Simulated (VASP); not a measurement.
# RbBa3 (Fm-3m) in VASP: notebook

RbBa3 is run at these levels: LDA; tasks: single point.

All numbers are computed with VASP 6.6.1; they aren't measurements. Logs are shortened: lines on timing, memory, paths and dates and some standing lists are left out, and cuts for length are marked.

**1. The cell of the first run**

It takes space group Fm-3m (No. 225, cubic). The conventional cell has a = 9.739 Å, b = 9.739 Å, c = 9.739 Å, α = 90.00°, β = 90.00°, γ = 90.00°. Within 5.5 Å of Rb (site symmetry m-3m) lie 14 Ba at 4.22 to 4.87 Å. Ba (site symmetry -43m) has 4 Rb at 4.22 Å and 10 Ba at 4.22 to 4.87 Å within 5.5 Å. Within 5.5 Å of Ba (site symmetry m-3m) lie 8 Ba at 4.22 Å and 6 Rb at 4.87 Å.

**2. Single point, LDA**

INCAR

```
ALGO     = Normal         # electronic algorithm
EDIFF    = 1E-6           # SCF threshold, eV
ENCUT    = 520            # plane-wave cutoff, eV
GGA      = CA             # functional
ISIF     = 2              # what is computed and relaxed
ISMEAR   = -1             # smearing method
LASPH    = T              # aspherical terms in the spheres
LCHARG   = F              # write CHGCAR
LREAL    = F              # projectors in reciprocal space
LWAVE    = F              # write WAVECAR
NBANDS   = 28             # bands
NELM     = 80             # most SCF steps
PREC     = Accurate       # precision mode
SIGMA    = 0.1            # smearing width, eV
```

KPOINTS

```
k-points
0
Gamma
  7 7 7
```

POSCAR

```
RbBa3
1.0
    0.0000000000      4.8693869840      4.8693869840
    4.8693869840      0.0000000000      4.8693869840
    4.8693869840      4.8693869840      0.0000000000
Rb Ba
1 3
Direct
    0.0000000000      0.0000000000      0.0000000000
    0.2500000000      0.2500000000      0.2500000000
    0.7500000000      0.7500000000      0.7500000000
    0.5000000000      0.5000000000      0.5000000000
```

Potentials or basis: VASP PAW LDA potentials, release 64 (Rb_sv, Ba_sv).

Run with:

```
cat potpaw_LDA.64/Rb_sv/POTCAR potpaw_LDA.64/Ba_sv/POTCAR > POTCAR
mpirun -np 1 vasp_std > vasp.out
```

OUTCAR:

```text
EDIFF = 1E-6
   ENCUT = 520
   GGA = CA
   ISIF = 2
   ISMEAR = -1
   LASPH = T
   LREAL = F
   NELM = 80
   PREC = Accurate

 ion  position               nearest neighbor table
   1  0.000  0.000  0.000-   3 4.22   3 4.22   3 4.22   2 4.22   3 4.22   2 4.22   2 4.22   2 4.22
                             4 4.87   4 4.87   4 4.87   4 4.87   4 4.87   4 4.87
   2  0.250  0.250  0.250-   1 4.22   1 4.22   1 4.22   1 4.22   4 4.22   4 4.22   4 4.22   4 4.22

   3  0.750  0.750  0.750-   4 4.22   4 4.22   4 4.22   1 4.22   4 4.22   1 4.22   1 4.22   1 4.22

   4  0.500  0.500  0.500-   2 4.22   2 4.22   2 4.22   2 4.22   3 4.22   3 4.22   3 4.22   3 4.22
                             1 4.87   1 4.87   1 4.87   1 4.87   1 4.87   1 4.87

  LATTYP: Found a face centered cubic cell.
 ALAT       =     9.7387739680

  Lattice vectors:

 A1 = (   0.0000000000,   4.8693869840,   4.8693869840)
 A2 = (   4.8693869840,   0.0000000000,   4.8693869840)
 A3 = (   4.8693869840,   4.8693869840,   0.0000000000)

Analysis of symmetry for initial positions (statically):
=====================================================================
 Subroutine PRICEL returns:
 Original cell was already a primitive cell.

 Routine SETGRP: Setting up the symmetry group for a
 face centered cubic supercell.

 Subroutine GETGRP returns: Found 48 space group operations
 (whereof 48 operations were pure point group operations)
 out of a pool of 48 trial point group operations.

The static configuration has the point symmetry O_h .

Analysis of symmetry for dynamics (positions and initial velocities):
=====================================================================
 Subroutine PRICEL returns:
 Original cell was already a primitive cell.

 Routine SETGRP: Setting up the symmetry group for a
 face centered cubic supercell.

 Subroutine GETGRP returns: Found 48 space group operations
 (whereof 48 operations were pure point group operations)
 out of a pool of 48 trial point group operations.

The dynamic configuration has the point symmetry O_h .

 Subroutine INISYM returns: Found 48 space group operations
 (whereof 48 operations are pure point group operations),
 and found     1 'primitive' translations

----------------------------------------------------------------------------------------

                                     Primitive cell

[... 87 lines left out ...]
   ENCUT  =  520.0 eV  38.22 Ry    6.18 a.u.  12.80 12.80 12.80*2*pi/ulx,y,z
   NELM   =     80;   NELMIN=  2; NELMDL= -5     # of ELM steps
   EDIFF  = 0.1E-05   stopping-criterion for ELM
   LREAL  =      F    real-space projection
   EDIFFG = 0.1E-04   stopping-criterion for IOM
   NSW    =      0    number of steps for IOM
   IBRION =     -1    ionic relax: 0-MD 1-quasi-New 2-CG
   NFREE  =      0    steps in history (QN), initial steepest desc. (CG)
   ISIF   =      2    stress and relaxation
   ISYM   =      2    0-nonsym 1-usesym 2-fastsym
   POTIM  = 0.5000    time-step for ionic-motion
   TEBEG  =    0.0;   TEEND  =   0.0 temperature during run
   PSTRESS=    0.0 pullay stress
   NELECT =      39.0000    total number of electrons
   NUPDOWN=      -1.0000    fix difference up-down
   EMIN   =  10.00;   EMAX   =-10.00  energy-range for DOS
   EFERMI =   0.00;   METHOD = LEGACY
   ISMEAR =    -1;   SIGMA  =   0.10  broadening in eV -4-tet -1-fermi 0-gaus
   EFERMI_NEDOS =   21; number of points for ismear=-14 and -15
   IALGO  =     38    algorithm
   IMIX   =      4    mixing-type and parameters
     AMIX     =   0.40;   BMIX     =  1.00
     AMIX_MAG =   1.60;   BMIX_MAG =  1.00
  volume/ion in A,a.u.               =      57.73       389.57
  Fermi-wavevector in a.u.,A,eV,Ry     =   0.904924  1.710058 11.141639  0.818887
  Thomas-Fermi vector in A             =   2.028430
   LORBIT       =      0    0 simple, 1 ext, 2 COOP (PROOUT), +10 PAW based schemes
   GGA     = CA    functional components
   LHFCALC =     F    Hartree Fock is set to
   AEXX    =    0.0000 exact exchange contribution
   IVDW    =     0    specifies the selected vdW correction
   LEPSILON=     F    determine dielectric tensor
   LRPA    =     F    only Hartree local field effects (RPA)
 non-spin polarized calculation
  energy-cutoff  :      520.00
  volume of cell :      230.92
 maximum number of plane-waves:      6232
 NGX is ok and might be reduce to    54
   NGX = 25   NGY = 25   NGZ = 25

 number of electron      38.9999998 magnetization

 Free energy of the ion-electron system (eV)
  ---------------------------------------------------
  ext. energy  EPLUGINS =         0.00000000
  ---------------------------------------------------
  free energy    TOTEN  =        -7.34238721 eV

  energy without entropy =       -7.12972186  energy(sigma->0) =       -7.23605454

 E-fermi :   1.4877     XC(G=0):  -7.6878

 val. band max:        1.4717447567   @ k =   0.2857   0.0000   0.0000
 cond. band min:       1.4954800128   @ k =   0.2857   0.1429   0.0000
 fundamental gap:      0.0237352561
 Fermi energy:         1.4877077802

 k-point     1 :       0.0000    0.0000    0.0000
  band No.  band energies     occupation
      1     -27.3690      2.00000
      2     -27.3422      2.00000
      3     -27.2358      2.00000
      4     -26.3005      2.00000
      5     -12.6503      2.00000
      6     -12.6503      2.00000
[... 609 lines left out ...]
     27       2.9614      0.00000
     28       3.4062      0.00000

------------------------ aborting loop because EDIFF is reached ----------------------------------------

  FORCE on cell =-STRESS in cart. coord.  units (eV):
  Direction    XX          YY          ZZ          XY          YZ          ZX
  --------------------------------------------------------------------------------------
  -------------------------------------------------------------------------------------
  Total        0.1820790      0.1820790      0.1820790      0.0000000      0.0000000     -0.0000000
  in kB        1.2633321      1.2633321      1.2633321      0.0000000      0.0000000     -0.0000000
  external PRESSURE =       1.2633321 kB  Pullay stress =       0.0000000 kB

 VOLUME and BASIS-vectors are now :
 -----------------------------------------------------------------------------
  energy-cutoff  :      520.00
  volume of cell :      230.92
      direct lattice vectors                 reciprocal lattice vectors
     0.000000000  4.869386984  4.869386984    -0.102682330  0.102682330  0.102682330
     4.869386984  0.000000000  4.869386984     0.102682330 -0.102682330  0.102682330
     4.869386984  4.869386984  0.000000000     0.102682330  0.102682330 -0.102682330

 POSITION                                       TOTAL-FORCE (eV/Angst)
 -----------------------------------------------------------------------------------
      0.00000      0.00000      0.00000        -0.000000      0.000000     -0.000000
      2.43469      2.43469      2.43469         0.000000      0.000000      0.000000
      7.30408      7.30408      7.30408         0.000000     -0.000000     -0.000000
      4.86939      4.86939      4.86939        -0.000000      0.000000     -0.000000
 -----------------------------------------------------------------------------------
    total drift:                                0.000000      0.000000     -0.000000

  FREE ENERGIE OF THE ION-ELECTRON SYSTEM (eV)
  ---------------------------------------------------
  free  energy   TOTEN  =        -7.3423872097 eV

  energy  without entropy=       -7.1297218605  energy(sigma->0) =       -7.23605454
```

OSZICAR:

```text
N       E                     dE             d eps       ncg     rms          rms(c)
DAV:   1     0.291775775225E+03    0.29178E+03   -0.15774E+04  1120   0.115E+03
DAV:   2     0.148314637201E+02   -0.27694E+03   -0.27167E+03  1648   0.228E+02
DAV:   3    -0.656508400143E+01   -0.21397E+02   -0.21102E+02  1544   0.651E+01
DAV:   4    -0.742018850706E+01   -0.85510E+00   -0.85189E+00  1756   0.101E+01
DAV:   5    -0.743599035669E+01   -0.15802E-01   -0.15793E-01  1444   0.127E+00    0.368E+00
DAV:   6    -0.736894017729E+01    0.67050E-01   -0.83817E-02  1572   0.114E+00    0.229E+00
DAV:   7    -0.734223819013E+01    0.26702E-01   -0.13452E-01  1500   0.134E+00    0.422E-01
DAV:   8    -0.734239031035E+01   -0.15212E-03   -0.14393E-02  1556   0.461E-01    0.694E-02
DAV:   9    -0.734239158999E+01   -0.12796E-05   -0.32531E-04  1392   0.763E-02    0.440E-02
DAV:  10    -0.734238767282E+01    0.39172E-05   -0.94399E-05  1520   0.502E-02    0.779E-03
DAV:  11    -0.734238720973E+01    0.46309E-06   -0.89104E-06  1416   0.130E-02
   1 F= -.73423872E+01 E0= -.72360545E+01  d E =-.212665E+00
```

stdout:

```text
POSCAR found type information on POSCAR RbBa
 POSCAR found :  2 types and       4 ions
 scaLAPACK will be used
 LDA part: xc-table for (Slater(with rela. corr.)+CA(PZ))
 , standard interpolation
 POSCAR, INCAR and KPOINTS ok, starting setup
 FFT: planning ... GRIDC
 FFT: planning ... GRID_SOFT
 FFT: planning ... GRID
 WAVECAR not read
 entering main loop
```

Run time: 3.5 min. Hardware: 1 thread of Oxide Virtual Turin-like, shared host; peak memory 0.32 GiB.

Results:

```yaml
Free_energy: -7.3424 eV
Pressure: 0.1 GPa
Band_gap_on_the_k_mesh: zero (an odd number of electrons rules out a gap without spin polarisation)
```

Levels at points of the mesh, in eV from the Fermi level:
| k point | band 17 | band 18 | band 19 | band 20 | band 21 | band 22 | band 23 | band 24 |
| --- | --- | --- | --- | --- | --- | --- | --- | --- |
| (0.00, 0.00, 0.00) | -2.71 | -0.41 | -0.41 | 0.56 | 0.56 | 0.56 | 0.87 | 0.87 |

Caveat: spin-orbit coupling is left out, which moves the levels of the heavy elements.

**3. Single point, LDA**

This run uses another cell than the first one, of 58.61 Å³/atom.

INCAR

```
PREC = Accurate
ENCUT = 520
EDIFF = 1E-7
ISMEAR = -1
SIGMA = 0.1
LREAL = False
LASPH = True
NELM = 60
ALGO = Normal
ISIF = 2
LWAVE = False
LCHARG = False
GGA = CA
NBANDS = 28
```

KPOINTS

```
regular mesh
0
Gamma
  7 7 7
```

POSCAR

```
RbBa3
1.0
    0.0000000000      4.8939802648      4.8939802648
    4.8939802648      0.0000000000      4.8939802648
    4.8939802648      4.8939802648      0.0000000000
Rb Ba
1 3
Direct
    0.0000000000      0.0000000000      0.0000000000
    0.2500000000      0.2500000000      0.2500000000
    0.7500000000      0.7500000000      0.7500000000
    0.5000000000      0.5000000000      0.5000000000
```

Potentials or basis: VASP PAW LDA potentials, release 64 (Rb_sv, Ba_sv).

Run with:

```
cat potpaw_LDA.64/Rb_sv/POTCAR potpaw_LDA.64/Ba_sv/POTCAR > POTCAR
mpirun -np 1 vasp_std > vasp.out
```

Wall time 5.6 min (1 thread of Oxide Virtual Turin-like, shared host); peak memory 0.32 GiB.

The run converged. Its results:

| Item | Value |
| --- | --- |
| Free energy | -7.3439 eV |
| Pressure | 0.0 GPa |
| Band gap on the k mesh | zero (an odd number of electrons rules out a gap without spin polarisation) |

Levels at points of the mesh, in eV from the Fermi level:
```csv
k point,band 17,band 18,band 19,band 20,band 21,band 22,band 23,band 24
"(0.00, 0.00, 0.00)",-2.70,-0.39,-0.39,0.55,0.55,0.55,0.85,0.85
```

Caveat: spin-orbit coupling is left out, which moves the levels of the heavy elements.

**4. Single point, LDA**

This run uses another cell than the first one, of 58.61 Å³/atom.

INCAR

```
SYSTEM = RbBa3
PREC = Accurate ; ENCUT = 520
EDIFF = 1E-6 ; ISMEAR = -1
SIGMA = 0.1 ; LREAL = .FALSE.
LASPH = .TRUE. ; NELM = 80
ALGO = Normal ; ISIF = 2
LWAVE = .FALSE. ; LCHARG = .FALSE.
GGA = CA ; NBANDS = 28
```

KPOINTS

```
Automatic mesh
0
G
  7 7 7
  0 0 0
```

POSCAR is that of step 3.

Potentials or basis: VASP PAW LDA potentials, release 64 (Rb_sv, Ba_sv).

Run with:

```
cat potpaw_LDA.64/Rb_sv/POTCAR potpaw_LDA.64/Ba_sv/POTCAR > POTCAR
mpirun -np 1 vasp_std > vasp.out
```

OUTCAR:

```text
SYSTEM = RbBa3
   PREC = Accurate
   ENCUT = 520
   EDIFF = 1E-6
   ISMEAR = -1
   LREAL = .FALSE.
   LASPH = .TRUE.
   NELM = 80
   ISIF = 2
   GGA = CA

 ion  position               nearest neighbor table
   1  0.000  0.000  0.000-   3 4.24   3 4.24   3 4.24   2 4.24   3 4.24   2 4.24   2 4.24   2 4.24
                             4 4.89   4 4.89   4 4.89   4 4.89   4 4.89   4 4.89
   2  0.250  0.250  0.250-   1 4.24   1 4.24   1 4.24   1 4.24   4 4.24   4 4.24   4 4.24   4 4.24

   3  0.750  0.750  0.750-   4 4.24   4 4.24   4 4.24   1 4.24   4 4.24   1 4.24   1 4.24   1 4.24

   4  0.500  0.500  0.500-   2 4.24   2 4.24   2 4.24   2 4.24   3 4.24   3 4.24   3 4.24   3 4.24
                             1 4.89   1 4.89   1 4.89   1 4.89   1 4.89   1 4.89

  LATTYP: Found a face centered cubic cell.
 ALAT       =     9.7879605296

  Lattice vectors:

 A1 = (   0.0000000000,   4.8939802648,   4.8939802648)
 A2 = (   4.8939802648,   0.0000000000,   4.8939802648)
 A3 = (   4.8939802648,   4.8939802648,   0.0000000000)

Analysis of symmetry for initial positions (statically):
=====================================================================
 Subroutine PRICEL returns:
 Original cell was already a primitive cell.

 Routine SETGRP: Setting up the symmetry group for a
 face centered cubic supercell.

 Subroutine GETGRP returns: Found 48 space group operations
 (whereof 48 operations were pure point group operations)
 out of a pool of 48 trial point group operations.

The static configuration has the point symmetry O_h .

Analysis of symmetry for dynamics (positions and initial velocities):
=====================================================================
 Subroutine PRICEL returns:
 Original cell was already a primitive cell.

 Routine SETGRP: Setting up the symmetry group for a
[... 120 lines left out ...]
   ISMEAR =    -1;   SIGMA  =   0.10  broadening in eV -4-tet -1-fermi 0-gaus
   EFERMI_NEDOS =   21; number of points for ismear=-14 and -15
   IALGO  =     38    algorithm
   IMIX   =      4    mixing-type and parameters
     AMIX     =   0.40;   BMIX     =  1.00
     AMIX_MAG =   1.60;   BMIX_MAG =  1.00
  volume/ion in A,a.u.               =      58.61       395.51
  Fermi-wavevector in a.u.,A,eV,Ry     =   0.900377  1.701465 11.029942  0.810678
  Thomas-Fermi vector in A             =   2.023327
   LORBIT       =      0    0 simple, 1 ext, 2 COOP (PROOUT), +10 PAW based schemes
   GGA     = CA    functional components
   LHFCALC =     F    Hartree Fock is set to
   AEXX    =    0.0000 exact exchange contribution
   IVDW    =     0    specifies the selected vdW correction
   LEPSILON=     F    determine dielectric tensor
   LRPA    =     F    only Hartree local field effects (RPA)
 non-spin polarized calculation
  energy-cutoff  :      520.00
  volume of cell :      234.43
 maximum number of plane-waves:      6338
 NGX is ok and might be reduce to    54
   NGX = 25   NGY = 25   NGZ = 25

 number of electron      38.9999998 magnetization

 Free energy of the ion-electron system (eV)
  ---------------------------------------------------
  ext. energy  EPLUGINS =         0.00000000
  ---------------------------------------------------
  free energy    TOTEN  =        -7.34391441 eV

  energy without entropy =       -7.13053224  energy(sigma->0) =       -7.23722333

 E-fermi :   1.4365     XC(G=0):  -7.6377

 val. band max:        1.4051323926   @ k =  -0.2857   0.1429   0.0000
 cond. band min:       1.4400650608   @ k =   0.2857   0.1429   0.0000
 fundamental gap:      0.0349326682
 Fermi energy:         1.4364500342

 k-point     1 :       0.0000    0.0000    0.0000
  band No.  band energies     occupation
      1     -27.4458      2.00000
      2     -27.4216      2.00000
      3     -27.3138      2.00000
      4     -26.3574      2.00000
      5     -12.7190      2.00000
      6     -12.7190      2.00000
[... 609 lines left out ...]
     27       2.8972      0.00000
     28       3.3423      0.00000

------------------------ aborting loop because EDIFF is reached ----------------------------------------

  FORCE on cell =-STRESS in cart. coord.  units (eV):
  Direction    XX          YY          ZZ          XY          YZ          ZX
  --------------------------------------------------------------------------------------
  -------------------------------------------------------------------------------------
  Total        0.0082445      0.0082445      0.0082445      0.0000000      0.0000000      0.0000000
  in kB        0.0563456      0.0563456      0.0563456      0.0000000      0.0000000      0.0000000
  external PRESSURE =       0.0563456 kB  Pullay stress =       0.0000000 kB

 VOLUME and BASIS-vectors are now :
 -----------------------------------------------------------------------------
  energy-cutoff  :      520.00
  volume of cell :      234.43
      direct lattice vectors                 reciprocal lattice vectors
     0.000000000  4.893980265  4.893980265    -0.102166329  0.102166329  0.102166329
     4.893980265  0.000000000  4.893980265     0.102166329 -0.102166329  0.102166329
     4.893980265  4.893980265  0.000000000     0.102166329  0.102166329 -0.102166329

 POSITION                                       TOTAL-FORCE (eV/Angst)
 -----------------------------------------------------------------------------------
      0.00000      0.00000      0.00000         0.000000      0.000000     -0.000000
      2.44699      2.44699      2.44699         0.000000      0.000000      0.000000
      7.34097      7.34097      7.34097        -0.000000     -0.000000     -0.000000
      4.89398      4.89398      4.89398         0.000000      0.000000     -0.000000
 -----------------------------------------------------------------------------------
    total drift:                                0.000000      0.000000     -0.000000

  FREE ENERGIE OF THE ION-ELECTRON SYSTEM (eV)
  ---------------------------------------------------
  free  energy   TOTEN  =        -7.3439144098 eV

  energy  without entropy=       -7.1305322438  energy(sigma->0) =       -7.23722333
```

OSZICAR:

```text
N       E                     dE             d eps       ncg     rms          rms(c)
DAV:   1     0.296458588770E+03    0.29646E+03   -0.15766E+04  1120   0.115E+03
DAV:   2     0.148493318885E+02   -0.28161E+03   -0.27672E+03  1668   0.227E+02
DAV:   3    -0.661367873718E+01   -0.21463E+02   -0.21104E+02  1512   0.649E+01
DAV:   4    -0.741728796719E+01   -0.80361E+00   -0.79925E+00  1804   0.963E+00
DAV:   5    -0.743228397275E+01   -0.14996E-01   -0.14979E-01  1448   0.115E+00    0.361E+00
DAV:   6    -0.736897189710E+01    0.63312E-01   -0.78025E-02  1556   0.111E+00    0.224E+00
DAV:   7    -0.734377419483E+01    0.25198E-01   -0.12994E-01  1504   0.132E+00    0.402E-01
DAV:   8    -0.734391906245E+01   -0.14487E-03   -0.14175E-02  1560   0.458E-01    0.691E-02
DAV:   9    -0.734391802101E+01    0.10414E-05   -0.32726E-04  1440   0.760E-02    0.418E-02
DAV:  10    -0.734391470698E+01    0.33140E-05   -0.81322E-05  1476   0.469E-02    0.876E-03
DAV:  11    -0.734391440977E+01    0.29720E-06   -0.76419E-06  1396   0.121E-02
   1 F= -.73439144E+01 E0= -.72372233E+01  d E =-.213382E+00
```

stdout:

```text
POSCAR found type information on POSCAR RbBa
 POSCAR found :  2 types and       4 ions
 scaLAPACK will be used
 LDA part: xc-table for (Slater(with rela. corr.)+CA(PZ))
 , standard interpolation
 POSCAR, INCAR and KPOINTS ok, starting setup
 FFT: planning ... GRIDC
 FFT: planning ... GRID_SOFT
 FFT: planning ... GRID
 WAVECAR not read
 entering main loop
```

Run time: 2.9 min. Hardware: 1 thread of Oxide Virtual Turin-like, shared host; peak memory 0.32 GiB.

What came out:

```
Free energy            : -7.3439 eV
Pressure               : 0.0 GPa
Band gap on the k mesh : zero (an odd number of electrons rules out a gap without spin polarisation)
```

Caveat: spin-orbit coupling is left out, which moves the levels of the heavy elements.

The gap in the log of VASP goes by the Fermi energy; the results here count the filled bands.